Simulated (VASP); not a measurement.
# Al (Fm-3m) in VASP: further runs

Runs on Al. Level: PBE. Tasks: single point.

All numbers are computed with VASP 6.6.1; they aren't measurements. Logs are shortened: lines on timing, memory, paths and dates and some standing lists are left out, and cuts for length are marked.

### Step 1. The cell of the first run

It takes space group Fm-3m (No. 225, cubic). Conventional cell: a = 4.001 Å, b = 4.001 Å, c = 4.001 Å, α = 90.00°, β = 90.00°, γ = 90.00°. Al (site symmetry m-3m) has 12 Al at 2.83 Å within 3.7 Å.

### Step 2. Single point, PBE

The input, INCAR:

```
SYSTEM = Al
PREC     = Accurate       ! precision mode
ENCUT    = 520            ! plane-wave cutoff, eV
EDIFF    = 1E-7           ! SCF threshold, eV
ISMEAR   = 0              ! smearing method
SIGMA    = 0.1            ! smearing width, eV
LREAL    = .FALSE.        ! projectors in reciprocal space
LASPH    = .TRUE.         ! aspherical terms in the spheres
NELM     = 80             ! most SCF steps
ALGO     = Fast           ! electronic algorithm
ISIF     = 2              ! what is computed and relaxed
LWAVE    = .FALSE.        ! write WAVECAR
LCHARG   = .FALSE.        ! write CHGCAR
GGA      = PE             ! functional
NBANDS   = 8              ! bands
```

The input, KPOINTS:

```
Automatic mesh
0
G
  18 18 18
  0 0 0
```

The input, POSCAR:

```
Al
1.0
    0.0000000000      2.0003156246      2.0003156246
    2.0003156246      0.0000000000      2.0003156246
    2.0003156246      2.0003156246      0.0000000000
Al
1
Direct
    0.0000000000      0.0000000000      0.0000000000
```

Potentials or basis: VASP PAW PBE potentials, release 64 (Al).

The run is started by

```sh
$ cat potpaw_PBE.64/Al/POTCAR > POTCAR
$ mpirun -np 1 vasp_std > vasp.out
```

OUTCAR:

```text
SYSTEM = Al
   PREC = Accurate
   ENCUT = 520
   EDIFF = 1E-7
   ISMEAR = 0
   LREAL = .FALSE.
   LASPH = .TRUE.
   NELM = 80
   ISIF = 2
   GGA = PE

 ion  position               nearest neighbor table
   1  0.000  0.000  0.000-

  LATTYP: Found a face centered cubic cell.
 ALAT       =     4.0006312492

  Lattice vectors:

 A1 = (   0.0000000000,   2.0003156246,   2.0003156246)
 A2 = (   2.0003156246,   0.0000000000,   2.0003156246)
 A3 = (   2.0003156246,   2.0003156246,   0.0000000000)

Analysis of symmetry for initial positions (statically):
=====================================================================
 Subroutine PRICEL returns:
 Original cell was already a primitive cell.

 Routine SETGRP: Setting up the symmetry group for a
 face centered cubic supercell.

 Subroutine GETGRP returns: Found 48 space group operations
 (whereof 48 operations were pure point group operations)
 out of a pool of 48 trial point group operations.

The static configuration has the point symmetry O_h .

Analysis of symmetry for dynamics (positions and initial velocities):
=====================================================================
 Subroutine PRICEL returns:
 Original cell was already a primitive cell.

 Routine SETGRP: Setting up the symmetry group for a
 face centered cubic supercell.

 Subroutine GETGRP returns: Found 48 space group operations
 (whereof 48 operations were pure point group operations)
 out of a pool of 48 trial point group operations.

The dynamic configuration has the point symmetry O_h .

 Subroutine INISYM returns: Found 48 space group operations
 (whereof 48 operations are pure point group operations),
 and found     1 'primitive' translations

----------------------------------------------------------------------------------------

                                     Primitive cell

  volume of cell :      16.0076

  direct lattice vectors                    reciprocal lattice vectors
     0.000000000  2.000315625  2.000315625    -0.249960553  0.249960553  0.249960553
     2.000315625  0.000000000  2.000315625     0.249960553 -0.249960553  0.249960553
     2.000315625  2.000315625  0.000000000     0.249960553  0.249960553 -0.249960553

  length of vectors
     2.828873485  2.828873485  2.828873485     0.432944378  0.432944378  0.432944378

  position of ions in fractional coordinates (direct lattice)
     0.000000000  0.000000000  0.000000000

  ion indices of the primitive-cell ions
   primitive index   ion index
[... 76 lines left out ...]
   NSW    =      0    number of steps for IOM
   IBRION =     -1    ionic relax: 0-MD 1-quasi-New 2-CG
   NFREE  =      0    steps in history (QN), initial steepest desc. (CG)
   ISIF   =      2    stress and relaxation
   ISYM   =      2    0-nonsym 1-usesym 2-fastsym
   POTIM  = 0.5000    time-step for ionic-motion
   TEBEG  =    0.0;   TEEND  =   0.0 temperature during run
   PSTRESS=    0.0 pullay stress
   NELECT =       3.0000    total number of electrons
   NUPDOWN=      -1.0000    fix difference up-down
   EMIN   =  10.00;   EMAX   =-10.00  energy-range for DOS
   EFERMI =   0.00;   METHOD = LEGACY
   ISMEAR =     0;   SIGMA  =   0.10  broadening in eV -4-tet -1-fermi 0-gaus
   EFERMI_NEDOS =   21; number of points for ismear=-14 and -15
   IALGO  =     68    algorithm
   IMIX   =      4    mixing-type and parameters
     AMIX     =   0.40;   BMIX     =  1.00
     AMIX_MAG =   1.60;   BMIX_MAG =  1.00
  volume/ion in A,a.u.               =      16.01       108.02
  Fermi-wavevector in a.u.,A,eV,Ry     =   0.936857  1.770403 11.941852  0.877701
  Thomas-Fermi vector in A             =   2.063909
   LORBIT       =      0    0 simple, 1 ext, 2 COOP (PROOUT), +10 PAW based schemes
   GGA     = PE    functional components
   LHFCALC =     F    Hartree Fock is set to
   AEXX    =    0.0000 exact exchange contribution
   IVDW    =     0    specifies the selected vdW correction
   LEPSILON=     F    determine dielectric tensor
   LRPA    =     F    only Hartree local field effects (RPA)
 non-spin polarized calculation
 RMM-DIIS sequential band-by-band and
 Gauss-broadening in eV      SIGMA  =   0.10
  energy-cutoff  :      520.00
  volume of cell :       16.01
 maximum number of plane-waves:       444
 NGX is ok and might be reduce to    24
   NGX = 11   NGY = 11   NGZ = 11

 number of electron       3.0000000 magnetization

 Free energy of the ion-electron system (eV)
  ---------------------------------------------------
  ext. energy  EPLUGINS =         0.00000000
  ---------------------------------------------------
  free energy    TOTEN  =        -3.74091861 eV

  energy without entropy =       -3.73792917  energy(sigma->0) =       -3.73942389

 E-fermi :   8.3141     XC(G=0): -10.3066

 val. band max:        8.2936267362   @ k =   0.5000   0.4444   0.0556
 cond. band min:       8.3182305506   @ k =  -0.4444   0.3333   0.1111
 fundamental gap:      0.0246038144
 Fermi energy:         8.3141398360

 k-point     1 :       0.0000    0.0000    0.0000
  band No.  band energies     occupation
      1      -3.0255      2.00000
      2      21.1087      0.00000
      3      21.1087      0.00000
      4      21.1087      0.00000
      5      22.8330      0.00000
      6      22.8330      0.00000
      7      22.8330      0.00000
      8      25.0072      0.00000
[... 243 lines left out ...]
 k-point    24 :      -0.2222    0.0556    0.0000
  band No.  band energies     occupation
      1      -1.3516      2.00000
      2      12.2287      0.00000
      3      17.7957      0.00000
      4      20.6983      0.00000
      5      22.4761      0.00000
      6      23.5510      0.00000
      7      24.0142      0.00000
      8      26.2431      0.00000

 [... further k-points ...]

------------------------ aborting loop because EDIFF is reached ----------------------------------------

  FORCE on cell =-STRESS in cart. coord.  units (eV):
  Direction    XX          YY          ZZ          XY          YZ          ZX
  --------------------------------------------------------------------------------------
  -------------------------------------------------------------------------------------
  Total        0.2434690      0.2434690      0.2434690     -0.0000000      0.0000000     -0.0000000
  in kB       24.3684907     24.3684907     24.3684907     -0.0000000      0.0000000     -0.0000000
  external PRESSURE =      24.3684907 kB  Pullay stress =       0.0000000 kB

 VOLUME and BASIS-vectors are now :
 -----------------------------------------------------------------------------
  energy-cutoff  :      520.00
  volume of cell :       16.01
      direct lattice vectors                 reciprocal lattice vectors
     0.000000000  2.000315625  2.000315625    -0.249960553  0.249960553  0.249960553
     2.000315625  0.000000000  2.000315625     0.249960553 -0.249960553  0.249960553
     2.000315625  2.000315625  0.000000000     0.249960553  0.249960553 -0.249960553

 POSITION                                       TOTAL-FORCE (eV/Angst)
 -----------------------------------------------------------------------------------
      0.00000      0.00000      0.00000         0.000000      0.000000      0.000000
 -----------------------------------------------------------------------------------
    total drift:                                0.000000     -0.000000     -0.000000

  FREE ENERGIE OF THE ION-ELECTRON SYSTEM (eV)
  ---------------------------------------------------
  free  energy   TOTEN  =        -3.7409186136 eV

  energy  without entropy=       -3.7379291745  energy(sigma->0) =       -3.73942389
```

Run time: 14 s. Hardware: 1 thread of AMD EPYC 9R45 (Zen 5), shared host; peak memory 0.11 GiB.

What came out:

```
Free energy : -3.7409 eV
Pressure    : 2.4 GPa
```

### Step 3. Single point, PBE

This run uses another cell than the first one, of 16.50 Å³/atom, 1.031 times its volume.

The input, INCAR:

```
  ALGO = Normal
  EDIFF = 1E-7
  ENCUT = 520
  GGA = PE
  ISIF = 2
  ISMEAR = 0
  LASPH = True
  LCHARG = False
  LREAL = False
  LWAVE = False
  NBANDS = 8
  NELM = 100
  PREC = Accurate
  SIGMA = 0.1
```

The input, KPOINTS:

```
k-points
0
Gamma
  18 18 18
```

The input, POSCAR:

```
Al
1.0
    0.0000000000      2.0207284184      2.0207284184
    2.0207284184      0.0000000000      2.0207284184
    2.0207284184      2.0207284184      0.0000000000
Al
1
Direct
    0.0000000000      0.0000000000      0.0000000000
```

Potentials or basis: VASP PAW PBE potentials, release 64 (Al).

The run is started by

```sh
$ cat potpaw_PBE.64/Al/POTCAR > POTCAR
$ mpirun -np 1 vasp_std > vasp.out
```

Run time: 13 s. Hardware: 1 thread of AMD EPYC 9R45 (Zen 5), shared host; peak memory 0.11 GiB.

Results (log left out):

```yaml
Free_energy: -3.7445 eV
Pressure: 0.0 GPa
```

Levels at points of the mesh, in eV from the Fermi level:
| k point | band 1 | band 2 | band 3 | band 4 | band 5 | band 6 |
| --- | --- | --- | --- | --- | --- | --- |
| (0.00, 0.00, 0.00) | -11.12 | 12.63 | 12.63 | 12.63 | 14.12 | 14.12 |
| (0.50, 0.00, 0.00) | -4.58 | -4.37 | 11.42 | 11.42 | 11.47 | 11.47 |
| (0.50, 0.50, 0.00) | -2.91 | -1.59 | 5.27 | 5.60 | 5.60 | 9.08 |
